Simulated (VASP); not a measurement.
# Al5In3As8 (P1) in VASP: single point with PBEsol

Aim: the single point of Al5In3As8 with PBEsol.

Everything below comes from runs of VASP 6.6.1. Logs are shortened: lines on timing, memory, paths and dates and some standing lists are left out, and cuts for length are marked.

**1. The cell of the first run**

The typed cell holds 64 atoms: a = 11.645 Å, b = 11.645 Å, c = 11.645 Å, α = 90.00°, β = 90.00°, γ = 90.00°.

**2. Single point, PBEsol**

INCAR

```
SYSTEM = Al5In3As8
PREC     = Accurate       ! precision mode
ENCUT    = 520            ! plane-wave cutoff, eV
EDIFF    = 1E-7           ! SCF threshold, eV
ISMEAR   = -1             ! smearing method
SIGMA    = 0.05           ! smearing width, eV
LREAL    = Auto         
LASPH    = .True.         ! aspherical terms in the spheres
NELM     = 80             ! most SCF steps
ALGO     = Normal         ! electronic algorithm
ISIF     = 2              ! what is computed and relaxed
LWAVE    = .False.        ! write WAVECAR
LCHARG   = .False.        ! write CHGCAR
GGA      = PS             ! functional
NBANDS   = 226            ! bands
ISYM     = 0
```

KPOINTS

```
Automatic mesh
0
Gamma
  1 1 1
  0.25 0.25 0.25
```

POSCAR

```
Al5In3As8
1.0
   11.6450092402      0.0000000000      0.0000000000
    0.0000000000     11.6450092402      0.0000000000
    0.0000000000      0.0000000000     11.6450092402
In Al As
12 20 32
Direct
    0.0048110000      0.9998760000      0.0061800000
    0.0026130000      0.0041090000      0.4960950000
    0.0016890000      0.5003900000      0.0001560000
    0.2540400000      0.2532700000      0.5008090000
    0.2532550000      0.7489360000      0.4991950000
    0.7471110000      0.2550800000      0.0008180000
    0.7466180000      0.7440800000      0.4984520000
    0.2580540000      0.0031130000      0.7556700000
    0.2528770000      0.5000400000      0.2494640000
    0.7471650000      0.9995580000      0.2514270000
    0.7437060000      0.0024700000      0.7517610000
    0.0000590000      0.7432320000      0.7522990000
    0.9954750000      0.4955840000      0.4992630000
    0.4972500000      0.9969630000      0.0019070000
    0.4998710000      0.0010090000      0.4975980000
    0.4994250000      0.5005040000      0.9979570000
    0.5043800000      0.4978400000      0.5008210000
    0.2541770000      0.2507040000      0.0001970000
    0.2566930000      0.7495300000      0.0017810000
    0.7468070000      0.2555540000      0.4999580000
    0.7425950000      0.7447270000      0.0012630000
    0.2532880000      0.9996640000      0.2466380000
    0.2529660000      0.4977640000      0.7516050000
    0.7472640000      0.4993430000      0.2521970000
    0.7454830000      0.4973630000      0.7478560000
    0.9999940000      0.2515110000      0.2515960000
    0.9992320000      0.2554610000      0.7487340000
    0.9983410000      0.7471480000      0.2471840000
    0.4994170000      0.2485150000      0.2487970000
    0.5006830000      0.2530530000      0.7492860000
    0.5000400000      0.7482340000      0.2455850000
    0.4992460000      0.7452670000      0.7534350000
    0.1340950000      0.1347220000      0.1334530000
    0.1228070000      0.1314490000      0.6331280000
    0.1287320000      0.6374210000      0.1242390000
    0.1254710000      0.6087340000      0.6227450000
    0.6132400000      0.1234950000      0.1228600000
    0.6171780000      0.1326910000      0.6170920000
    0.6231120000      0.6211040000      0.1259760000
    0.6184110000      0.6177980000      0.6315380000
    0.3821420000      0.3702350000      0.1188830000
    0.3832880000      0.3829530000      0.6309010000
    0.3757380000      0.8740230000      0.1251390000
    0.3891460000      0.8756440000      0.6268890000
    0.8752070000      0.3766430000      0.1377460000
    0.8717430000      0.3762380000      0.6259200000
    0.8705800000      0.8615230000      0.1236610000
    0.8744040000      0.8746640000      0.6237630000
    0.3793890000      0.1194140000      0.3691880000
    0.3866050000      0.1335200000      0.8835660000
    0.3906870000      0.6230370000      0.3752590000
    0.3735630000      0.6236980000      0.8766720000
    0.8721570000      0.1388390000      0.3750950000
    0.8817160000      0.1318680000      0.8719720000
    0.8801790000      0.6176630000      0.3688530000
    0.8582840000      0.6206110000      0.8750690000
    0.1151010000      0.3752330000      0.3748830000
    0.1323690000      0.3687810000      0.8702990000
    0.1252360000      0.8740990000      0.3604140000
    0.1342340000      0.8674260000      0.8813300000
    0.6231320000      0.3745310000      0.3737720000
    0.6184240000      0.3815720000      0.8687030000
    0.6116640000      0.8720950000      0.3742710000
    0.6166280000      0.8680720000      0.8823240000
```

Potentials or basis: VASP PAW PBE potentials, release 64 (In_d, Al, As).

Run with:

```bash
> cat potpaw_PBE.64/In_d/POTCAR potpaw_PBE.64/Al/POTCAR potpaw_PBE.64/As/POTCAR > POTCAR
> mpirun -np 1 vasp_std > vasp.out
```

OUTCAR:

```text
SYSTEM = Al5In3As8
   PREC = Accurate
   ENCUT = 520
   EDIFF = 1E-7
   ISMEAR = -1
   LREAL = Auto
   LASPH = .True.
   NELM = 80
   ISIF = 2
   GGA = PS
   ISYM = 0

 ion  position               nearest neighbor table
   1  0.005  1.000  0.006-  60 2.60  54 2.62  47 2.63  33 2.63
   2  0.003  0.004  0.496-  34 2.59  48 2.59  53 2.60  59 2.61
   3  0.002  0.500  0.000-  45 2.61  35 2.61  56 2.62  58 2.64
   4  0.254  0.253  0.501-  34 2.59  57 2.60  42 2.62  49 2.63
   5  0.253  0.749  0.499-  51 2.61  44 2.63  36 2.64  59 2.64
   6  0.747  0.255  0.001-  54 2.60  45 2.60  62 2.60  37 2.61
[... 56 lines left out ...]
  63  0.612  0.872  0.374-  15 2.45  31 2.45  10 2.60   7 2.60
  64  0.617  0.868  0.882-  14 2.47  21 2.48  32 2.48  11 2.64

IMPORTANT INFORMATION: All symmetrisations will be switched off!
NOSYMM: (Re-)initialisation of all symmetry stuff for point group C_1.

----------------------------------------------------------------------------------------

                                     Primitive cell

  volume of cell :    1579.1359

  direct lattice vectors                    reciprocal lattice vectors
    11.645009240  0.000000000  0.000000000     0.085873697  0.000000000  0.000000000
     0.000000000 11.645009240  0.000000000     0.000000000  0.085873697  0.000000000
     0.000000000  0.000000000 11.645009240     0.000000000  0.000000000  0.085873697

  length of vectors
    11.645009240 11.645009240 11.645009240     0.085873697  0.085873697  0.085873697

  position of ions in fractional coordinates (direct lattice)
     0.004811000  0.999876000  0.006180000
     0.002613000  0.004109000  0.496095000
     0.001689000  0.500390000  0.000156000
     0.254040000  0.253270000  0.500809000
     0.253255000  0.748936000  0.499195000
     0.747111000  0.255080000  0.000818000
[... 56 lines left out ...]
     0.611664000  0.872095000  0.374271000
     0.616628000  0.868072000  0.882324000

  ion indices of the primitive-cell ions
   primitive index   ion index
                 1           1
                 2           2
                 3           3
                 4           4
                 5           5
                 6           6
[... 56 lines left out ...]
                63          63
                64          64

----------------------------------------------------------------------------------------

 KPOINTS: Automatic mesh

Automatic generation of k-mesh.
 Grid dimensions read from file:
 generate k-points for:    1    1    1

 Generating k-lattice:

  Cartesian coordinates                     Fractional coordinates (reciprocal lattice)
     0.085873697  0.000000000  0.000000000     1.000000000  0.000000000  0.000000000
     0.000000000  0.085873697  0.000000000     0.000000000  1.000000000  0.000000000
     0.000000000  0.000000000  0.085873697     0.000000000  0.000000000  1.000000000

  Length of vectors
     0.085873697  0.085873697  0.085873697

  Shift w.r.t. Gamma in fractional coordinates (k-lattice)
     0.250000000  0.250000000  0.250000000

 Subroutine IBZKPT returns following result:
 ===========================================

 Found      4 irreducible k-points:

 Following reciprocal coordinates:
            Coordinates               Weight
  0.250000  0.250000  0.250000      2.000000
 -0.250000  0.250000  0.250000      2.000000
 -0.250000 -0.250000  0.250000      2.000000
  0.250000 -0.250000  0.250000      2.000000
   k-points           NKPTS =      4   k-points in BZ     NKDIM =      4   number of bands    NBANDS=    226
   number of dos      NEDOS =    301   number of ions     NIONS =     64
   total plane-waves  NPLWV = 729000
   dimension x,y,z NGX =    90 NGY =   90 NGZ =   90
   dimension x,y,z NGXF=   180 NGYF=  180 NGZF=  180
   ions per type =              12  20  32
   NGX,Y,Z   is equivalent  to a cutoff of  12.85, 12.85, 12.85 a.u.
   NGXF,Y,Z  is equivalent  to a cutoff of  25.70, 25.70, 25.70 a.u.
 SYSTEM =  Al5In3As8
   PREC   = accura    normal or accurate (medium, high low for compatibility)
   ISTART =      0    job   : 0-new  1-cont  2-samecut
   ICHARG =      2    charge: 1-file 2-atom 10-const
   ISPIN  =      1    spin polarized calculation?
   LNONCOLLINEAR =      F non collinear calculations
   LSORBIT =      F    spin-orbit coupling
   LASPH  =      T    aspherical Exc in radial PAW
   ENCUT  =  520.0 eV  38.22 Ry    6.18 a.u.  21.65 21.65 21.65*2*pi/ulx,y,z
   NELM   =     80;   NELMIN=  2; NELMDL= -5     # of ELM steps
   EDIFF  = 0.1E-06   stopping-criterion for ELM
   LREAL  =      T    real-space projection
   EDIFFG = 0.1E-05   stopping-criterion for IOM
   NSW    =      0    number of steps for IOM
   IBRION =     -1    ionic relax: 0-MD 1-quasi-New 2-CG
   NFREE  =      0    steps in history (QN), initial steepest desc. (CG)
   ISIF   =      2    stress and relaxation
   ISYM   =      0    0-nonsym 1-usesym 2-fastsym
   POTIM  = 0.5000    time-step for ionic-motion
   TEBEG  =    0.0;   TEEND  =   0.0 temperature during run
   PSTRESS=    0.0 pullay stress
   NELECT =     376.0000    total number of electrons
   NUPDOWN=      -1.0000    fix difference up-down
   EMIN   =  10.00;   EMAX   =-10.00  energy-range for DOS
   EFERMI =   0.00;   METHOD = LEGACY
   ISMEAR =    -1;   SIGMA  =   0.05  broadening in eV -4-tet -1-fermi 0-gaus
   EFERMI_NEDOS =   21; number of points for ismear=-14 and -15
   IALGO  =     38    algorithm
   IMIX   =      4    mixing-type and parameters
     AMIX     =   0.40;   BMIX     =  1.00
     AMIX_MAG =   1.60;   BMIX_MAG =  1.00
  volume/ion in A,a.u.               =      24.67       166.51
  Fermi-wavevector in a.u.,A,eV,Ry     =   1.014684  1.917475 14.008344  1.029584
  Thomas-Fermi vector in A             =   2.147926
   LORBIT       =      0    0 simple, 1 ext, 2 COOP (PROOUT), +10 PAW based schemes
   GGA     = PS    functional components
   LHFCALC =     F    Hartree Fock is set to
   AEXX    =    0.0000 exact exchange contribution
   IVDW    =     0    specifies the selected vdW correction
   LEPSILON=     F    determine dielectric tensor
   LRPA    =     F    only Hartree local field effects (RPA)
 non-spin polarized calculation
  energy-cutoff  :      520.00
  volume of cell :     1579.14
 maximum number of plane-waves:     42541
 NGX is ok and might be reduce to    90
   NGX = 43   NGY = 43   NGZ = 43

 number of electron     376.0000000 magnetization

 Free energy of the ion-electron system (eV)
  ---------------------------------------------------
  ext. energy  EPLUGINS =         0.00000000
  ---------------------------------------------------
  free energy    TOTEN  =      -302.48059077 eV

  energy without entropy =     -302.48059061  energy(sigma->0) =     -302.48059069

 E-fermi :   4.7414     XC(G=0):  -9.2218

 val. band max:        3.8786957631   @ k =  -0.2500   0.2500   0.2500
 cond. band min:       5.5995829851   @ k =  -0.2500   0.2500   0.2500
 fundamental gap:      1.7208872220
 Fermi energy:         4.7413653831

 k-point     1 :       0.2500    0.2500    0.2500
  band No.  band energies     occupation
      1     -10.2540      2.00000
      2     -10.2230      2.00000
      3     -10.2014      2.00000
      4     -10.1958      2.00000
      5     -10.1921      2.00000
      6     -10.1744      2.00000
[... 192 lines left out ...]
    199       6.4342      0.00000
    200       6.4889      0.00000

 k-point     2 :      -0.2500    0.2500    0.2500
  band No.  band energies     occupation
      1     -10.2540      2.00000
      2     -10.2230      2.00000
      3     -10.2014      2.00000
      4     -10.1958      2.00000
      5     -10.1922      2.00000
      6     -10.1745      2.00000
[... 192 lines left out ...]
    199       6.4181      0.00000
    200       6.4759      0.00000

 k-point     3 :      -0.2500   -0.2500    0.2500
  band No.  band energies     occupation
      1     -10.2540      2.00000
      2     -10.2232      2.00000
      3     -10.2017      2.00000
      4     -10.1963      2.00000
      5     -10.1910      2.00000
      6     -10.1747      2.00000
[... 192 lines left out ...]
    199       6.4329      0.00000
    200       6.4901      0.00000

 k-point     4 :       0.2500   -0.2500    0.2500
  band No.  band energies     occupation
      1     -10.2539      2.00000
      2     -10.2232      2.00000
      3     -10.2016      2.00000
      4     -10.1963      2.00000
      5     -10.1910      2.00000
      6     -10.1747      2.00000
[... 192 lines left out ...]
    199       6.4457      0.00000
    200       6.4783      0.00000
 [bands above 200 left out]

------------------------ aborting loop because EDIFF is reached ----------------------------------------

  FORCE on cell =-STRESS in cart. coord.  units (eV):
  Direction    XX          YY          ZZ          XY          YZ          ZX
  --------------------------------------------------------------------------------------
  -------------------------------------------------------------------------------------
  Total        1.9095187      1.9303853      1.8887592      0.1284793      0.0791427      0.0757780
  in kB        1.9373807      1.9585518      1.9163184      0.1303540      0.0802975      0.0768837
  external PRESSURE =       1.9374170 kB  Pullay stress =       0.0000000 kB

 VOLUME and BASIS-vectors are now :
 -----------------------------------------------------------------------------
  energy-cutoff  :      520.00
  volume of cell :     1579.14
      direct lattice vectors                 reciprocal lattice vectors
    11.645009240  0.000000000  0.000000000     0.085873697  0.000000000  0.000000000
     0.000000000 11.645009240  0.000000000     0.000000000  0.085873697  0.000000000
     0.000000000  0.000000000 11.645009240     0.000000000  0.000000000  0.085873697

 POSITION                                       TOTAL-FORCE (eV/Angst)
 -----------------------------------------------------------------------------------
      0.05602     11.64357      0.07197        -0.008443      0.002861     -0.013060
      0.03043      0.04785      5.77703        -0.020576     -0.025297      0.001511
      0.01967      5.82705      0.00182        -0.003772      0.017177     -0.027303
      2.95830      2.94933      5.83193         0.013541     -0.007878     -0.007667
      2.94916      8.72137      5.81313        -0.028084     -0.004037      0.004983
      8.70011      2.97041      0.00953        -0.012591     -0.034120      0.006367
[... 56 lines left out ...]
      7.12283     10.15555      4.35839         0.010909      0.026800      0.035884
      7.18064     10.10871     10.27467        -0.004772      0.004272      0.031557
 -----------------------------------------------------------------------------------
    total drift:                                0.000973      0.043122      0.020355

  FREE ENERGIE OF THE ION-ELECTRON SYSTEM (eV)
  ---------------------------------------------------
  free  energy   TOTEN  =      -302.4805907657 eV

  energy  without entropy=     -302.4805906115  energy(sigma->0) =     -302.48059069
```

It took 1.8 h on 1 thread of Oxide Virtual Turin-like, shared host; peak memory 1.9 GiB.

Results:

| Item | Value |
| --- | --- |
| Free energy | -302.4806 eV |
| Pressure | 0.2 GPa |
| Largest force | 0.079 eV/Å |
| Band gap on the k mesh | 1.72 eV |

Forces in eV/Å, atoms in the order of the input:
```
In  -0.008  0.003 -0.013
In  -0.021 -0.025  0.002
In  -0.004  0.017 -0.027
In   0.014 -0.008 -0.008
In  -0.028 -0.004  0.005
In  -0.013 -0.034  0.006
In  -0.029 -0.017 -0.035
In  -0.029 -0.007 -0.006
In  -0.001 -0.026 -0.014
In  -0.011  0.000 -0.047
In   0.001 -0.022 -0.032
In   0.000 -0.024 -0.013
Al   0.009 -0.010  0.004
Al   0.005 -0.003 -0.003
Al  -0.001  0.015  0.000
Al   0.014  0.011  0.023
Al   0.002  0.002  0.019
Al   0.001  0.022  0.002
Al   0.014  0.011  0.006
Al   0.013  0.002  0.022
Al   0.019 -0.014 -0.009
Al   0.012 -0.006  0.020
Al  -0.007  0.026  0.020
Al   0.012  0.007  0.005
Al  -0.007 -0.004  0.001
Al  -0.003  0.009  0.006
Al   0.024  0.000  0.003
Al  -0.010  0.014 -0.002
Al   0.012  0.015  0.023
Al   0.020  0.006  0.002
Al  -0.010  0.007  0.007
Al   0.004  0.005  0.026
As  -0.039 -0.039 -0.032
As  -0.018 -0.006  0.008
As  -0.035 -0.020 -0.045
As   0.049  0.022  0.044
As   0.032  0.030  0.047
As   0.001  0.044  0.004
As  -0.014 -0.016 -0.020
As   0.008 -0.006  0.014
As   0.013  0.015  0.006
As  -0.037 -0.047 -0.051
As   0.000 -0.009 -0.013
As  -0.013 -0.026 -0.027
As  -0.032 -0.035 -0.003
As  -0.032 -0.014 -0.021
As   0.050  0.018  0.038
As   0.029  0.035  0.018
As   0.022 -0.010  0.007
As  -0.040 -0.039 -0.036
As   0.008 -0.026 -0.026
As  -0.023 -0.002 -0.021
As  -0.023 -0.004 -0.029
As   0.002  0.007 -0.015
As   0.003  0.009 -0.001
As   0.023  0.041  0.060
As   0.003  0.041  0.037
As   0.029  0.007  0.012
As   0.043  0.045  0.021
As   0.007 -0.023  0.003
As  -0.020 -0.009 -0.015
As   0.001  0.017 -0.020
As   0.011  0.027  0.036
As  -0.005  0.004  0.032
```

Caveat: the PAW data sets were made with another functional, which shifts forces and pressure a little; spin-orbit coupling is left out, which moves the levels of the heavy elements; a shifted mesh leaves out Γ, where band edges can lie. A k mesh can miss the band edges.
